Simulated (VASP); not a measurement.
# AlSi5 (P1) in VASP: single point with PBE

Aim: the single point of AlSi5 with PBE.

All numbers are computed with VASP 6.6.1; they aren't measurements. Logs are shortened: lines on timing, memory, paths and dates and some standing lists are left out, and cuts for length are marked.

**1. The cell of the first run**

The typed cell holds 12 atoms: a = 4.637 Å, b = 4.739 Å, c = 8.274 Å, α = 93.51°, β = 90.50°, γ = 90.16°.

**2. Single point, PBE**

The input, INCAR:

```
SYSTEM = AlSi5
PREC = Accurate
ENCUT = 520
EDIFF = 1E-6
ISMEAR = 0
SIGMA = 0.1
LREAL = .False.
LASPH = .True.
NELM = 80
ALGO = Normal
ISIF = 2
LWAVE = .False.
LCHARG = .False.
GGA = PE
NBANDS = 35
```

The input, KPOINTS:

```
Automatic mesh
0
Gamma
  4 4 2
  0 0 0
```

The input, POSCAR:

```
AlSi5
1.0
    4.6365045000      0.0000000000      0.0000000000
   -0.0130140839      4.7388915060      0.0000000000
   -0.0728681151     -0.5064749394      8.2586596199
Al Si
2 10
Direct
    0.0363561081      0.4584782741      0.0250859118
    0.5352357899      0.5351569554      0.4990891424
    0.9541171882      0.4821763901      0.7062979875
    0.5532506124      0.5032167694      0.1828098433
    0.4563214854      0.5374288062      0.8180916930
    0.0477086645      0.4786727790      0.3478720454
    0.4922226536      0.0221737205      0.9906785102
    0.9997617113      0.9921750181      0.4774376218
    0.9491716384      0.9930295747      0.8097309981
    0.0163168952      0.9542021465      0.1625627393
    0.4406920221      0.0266706991      0.6718877956
    0.5188452309      0.0166188671      0.3084557118
```

Potentials or basis: VASP PAW PBE potentials, release 64 (Al, Si).

The run is started by

```sh
cat potpaw_PBE.64/Al/POTCAR potpaw_PBE.64/Si/POTCAR > POTCAR
mpirun -np 1 vasp_std > vasp.out
```

OUTCAR:

```text
SYSTEM = AlSi5
   PREC = Accurate
   ENCUT = 520
   EDIFF = 1E-6
   ISMEAR = 0
   LREAL = .False.
   LASPH = .True.
   NELM = 80
   ISIF = 2
   GGA = PE

 ion  position               nearest neighbor table
   1  0.036  0.458  0.025-  10 2.55   4 2.60   5 2.65   6 2.67   3 2.67  10 2.71   4 2.72   9 2.78
                             7 2.96   9 3.21   5 3.21
   2  0.535  0.535  0.499-   6 2.58   3 2.60   4 2.61   5 2.67  11 2.70   6 2.70  12 2.84  12 2.85
                            11 2.91   8 3.06   3 3.22
   3  0.954  0.482  0.706-   5 2.50   5 2.51   9 2.52   9 2.52   2 2.60   1 2.67   8 2.91   6 3.00
                            11 3.13   2 3.22
   4  0.553  0.503  0.183-  12 2.59  12 2.59   1 2.60   2 2.61   6 2.66   7 2.71   1 2.72   6 2.73
                             7 3.02  10 3.04   5 3.06
   5  0.456  0.537  0.818-   3 2.50   3 2.51   7 2.63  11 2.64   1 2.65   2 2.67  11 2.68   7 2.91
                             4 3.06   9 3.14   1 3.21
   6  0.048  0.479  0.348-   2 2.58   8 2.61   8 2.61   4 2.66   1 2.67   2 2.70   4 2.73  10 2.81
                            10 2.84   3 3.00  12 3.10
   7  0.492  0.022  0.991-   9 2.60  12 2.63   5 2.63  11 2.65  10 2.67   4 2.71  10 2.83   5 2.91
                             9 2.92   1 2.96   4 3.02
   8  1.000  0.992  0.477-  11 2.59  10 2.60   6 2.61   6 2.61  12 2.63   9 2.76  12 2.80   3 2.91
                            11 3.06   2 3.06
   9  0.949  0.993  0.810-   3 2.52   3 2.52  11 2.57   7 2.60  11 2.62   8 2.76   1 2.78   7 2.92
                            10 2.95   5 3.14   1 3.21
  10  0.016  0.954  0.163-   1 2.55   8 2.60  12 2.62  12 2.62   7 2.67   1 2.71   6 2.81   7 2.83
                             6 2.84   9 2.95   4 3.04
  11  0.441  0.027  0.672-   9 2.57   8 2.59   9 2.62   5 2.64   7 2.65   5 2.68   2 2.70   2 2.91
                            12 3.03   8 3.06   3 3.13
  12  0.519  0.017  0.308-   4 2.59   4 2.59  10 2.62  10 2.62   8 2.63   7 2.63   8 2.80   2 2.84
                             2 2.85  11 3.03   6 3.10

  LATTYP: Found a triclinic cell.
 ALAT       =     4.6365045000
 B/A-ratio  =     1.4318780949
 C/A-ratio  =     3.2911776534
 COS(alpha) =     0.0013933112
 COS(beta)  =     0.6012042757
 COS(gamma) =     0.7003437496

  Lattice vectors:

 A1 = (  -4.6365045000,   0.0000000000,   0.0000000000)
 A2 = (  -4.6495185839,   4.7388915060,   0.0000000000)
 A3 = (  -9.1741127171,  -8.9713080726,  -8.2586596199)

Analysis of symmetry for initial positions (statically):
=====================================================================
 Subroutine PRICEL returns:
 Original cell was already a primitive cell.

 Routine SETGRP: Setting up the symmetry group for a
 triclinic supercell.

[... 149 lines left out ...]
   EFERMI_NEDOS =   21; number of points for ismear=-14 and -15
   IALGO  =     38    algorithm
   IMIX   =      4    mixing-type and parameters
     AMIX     =   0.40;   BMIX     =  1.00
     AMIX_MAG =   1.60;   BMIX_MAG =  1.00
  volume/ion in A,a.u.               =      15.12       102.05
  Fermi-wavevector in a.u.,A,eV,Ry     =   1.036100  1.957946 14.605904  1.073504
  Thomas-Fermi vector in A             =   2.170475
   LORBIT       =      0    0 simple, 1 ext, 2 COOP (PROOUT), +10 PAW based schemes
   GGA     = PE    functional components
   LHFCALC =     F    Hartree Fock is set to
   AEXX    =    0.0000 exact exchange contribution
   IVDW    =     0    specifies the selected vdW correction
   LEPSILON=     F    determine dielectric tensor
   LRPA    =     F    only Hartree local field effects (RPA)
 non-spin polarized calculation
 Gauss-broadening in eV      SIGMA  =   0.10
  energy-cutoff  :      520.00
  volume of cell :      181.46
 maximum number of plane-waves:      4915
 NGX is ok and might be reduce to    36
   NGX = 17   NGY = 17   NGZ = 31

 number of electron      46.0000001 magnetization

 Free energy of the ion-electron system (eV)
  ---------------------------------------------------
  ext. energy  EPLUGINS =         0.00000000
  ---------------------------------------------------
  free energy    TOTEN  =       -57.04118331 eV

  energy without entropy =      -57.02577160  energy(sigma->0) =      -57.03347745

 E-fermi :   9.4700     XC(G=0): -10.8988

 val. band max:        9.4063944700   @ k =   0.0000   0.0000   0.0000
 cond. band min:       9.4866456810   @ k =   0.2500   0.2500   0.0000
 fundamental gap:      0.0802512110
 Fermi energy:         9.4699590020

 k-point     1 :       0.0000    0.0000    0.0000
  band No.  band energies     occupation
      1      -4.3858      2.00000
      2      -2.8496      2.00000
      3      -1.5886      2.00000
      4       1.3969      2.00000
      5       1.9094      2.00000
      6       2.5648      2.00000
[... 749 lines left out ...]
     34      12.9954      0.00000
     35      13.0315      0.00000

------------------------ aborting loop because EDIFF is reached ----------------------------------------

  FORCE on cell =-STRESS in cart. coord.  units (eV):
  Direction    XX          YY          ZZ          XY          YZ          ZX
  --------------------------------------------------------------------------------------
  -------------------------------------------------------------------------------------
  Total        3.8710906     -3.3373180      2.5872819     -0.1165450      2.4440927      1.0556503
  in kB       34.1795940    -29.4666762     22.8442719     -1.0290279     21.5799903      9.3208093
  external PRESSURE =       9.1857299 kB  Pullay stress =       0.0000000 kB

 VOLUME and BASIS-vectors are now :
 -----------------------------------------------------------------------------
  energy-cutoff  :      520.00
  volume of cell :      181.46
      direct lattice vectors                 reciprocal lattice vectors
     4.636504500  0.000000000  0.000000000     0.215679722  0.000592306  0.001939317
    -0.013014084  4.738891506  0.000000000     0.000000000  0.211019813  0.012941113
    -0.072868115 -0.506474939  8.258659620     0.000000000  0.000000000  0.121085024

 POSITION                                       TOTAL-FORCE (eV/Angst)
 -----------------------------------------------------------------------------------
      0.16077      2.15997      0.20718        -0.028148     -0.258359     -0.127806
      2.43829      2.28327      4.12181        -0.101714     -0.022667      0.178713
      4.36603      1.92726      5.83307         0.193692     -0.004316     -0.009936
      2.54528      2.29210      1.50976        -0.207804     -0.079039     -0.078801
      2.04913      2.13247      6.75634         0.131489      0.016453      0.299708
      0.18962      2.09219      2.87296        -0.128018      0.003455      0.283931
      2.20972     -0.39667      8.18168        -0.056508      0.060710     -0.177093
      4.58770      4.46000      3.94299         0.007197      0.037556     -0.102296
      4.32891      4.29575      6.68729        -0.114732      0.054317      0.178460
      0.05139      4.43953      1.34255         0.017050      0.351608     -0.177800
      1.99396     -0.21390      5.54889         0.198300      0.001024     -0.388495
      2.38294     -0.07747      2.54743         0.089196     -0.160743      0.121416
 -----------------------------------------------------------------------------------
    total drift:                               -0.000050     -0.000014     -0.000095

  FREE ENERGIE OF THE ION-ELECTRON SYSTEM (eV)
  ---------------------------------------------------
  free  energy   TOTEN  =       -57.0411833096 eV

  energy  without entropy=      -57.0257715968  energy(sigma->0) =      -57.03347745
```

OSZICAR:

```text
N       E                     dE             d eps       ncg     rms          rms(c)
DAV:   1     0.872900787768E+02    0.87290E+02   -0.18084E+04  1400   0.112E+03
DAV:   2    -0.498501591635E+02   -0.13714E+03   -0.12733E+03  1683   0.156E+02
DAV:   3    -0.572466327995E+02   -0.73965E+01   -0.71316E+01  1816   0.306E+01
DAV:   4    -0.573602041165E+02   -0.11357E+00   -0.11294E+00  1696   0.435E+00
DAV:   5    -0.573615375791E+02   -0.13335E-02   -0.13322E-02  1770   0.483E-01    0.884E+00
DAV:   6    -0.571287186240E+02    0.23282E+00   -0.22421E-01  1680   0.168E+00    0.503E+00
DAV:   7    -0.570443453766E+02    0.84373E-01   -0.17692E-01  1696   0.148E+00    0.454E-01
DAV:   8    -0.570416679393E+02    0.26774E-02   -0.18943E-02  1629   0.547E-01    0.333E-01
DAV:   9    -0.570412306400E+02    0.43730E-03   -0.14745E-03  1744   0.146E-01    0.177E-01
DAV:  10    -0.570411841264E+02    0.46514E-04   -0.18485E-04  1693   0.563E-02    0.515E-02
DAV:  11    -0.570411851161E+02   -0.98966E-06   -0.24702E-05  1720   0.213E-02    0.155E-02
DAV:  12    -0.570411834269E+02    0.16892E-05   -0.50997E-06  1648   0.900E-03    0.819E-03
DAV:  13    -0.570411833096E+02    0.11732E-06   -0.96000E-07   904   0.375E-03
   1 F= -.57041183E+02 E0= -.57033477E+02  d E =-.154117E-01
```

Wall time 2.3 min (1 thread of AMD EPYC 7R43 (Zen 3), shared host); peak memory 0.26 GiB.

Results:

* Free energy: -57.0412 eV
* Pressure: 0.9 GPa
* Largest force: 0.436 eV/Å
* Band gap on the k mesh: zero (band 23 reaches 11.01 eV, above the bottom of band 24 at 8.35 eV)

Forces on the atoms (eV/Å):
```
Al  -0.028 -0.258 -0.128
Al  -0.102 -0.023  0.179
Si   0.194 -0.004 -0.010
Si  -0.208 -0.079 -0.079
Si   0.131  0.016  0.300
Si  -0.128  0.003  0.284
Si  -0.057  0.061 -0.177
Si   0.007  0.038 -0.102
Si  -0.115  0.054  0.178
Si   0.017  0.352 -0.178
Si   0.198  0.001 -0.388
Si   0.089 -0.161  0.121
```

Stress tensor (GPa, compression positive):
```
 3.42 -0.10  0.93
-0.10 -2.95  2.16
 0.93  2.16  2.28
```

Caveat: the k points lie up to 0.38 Å⁻¹ apart.
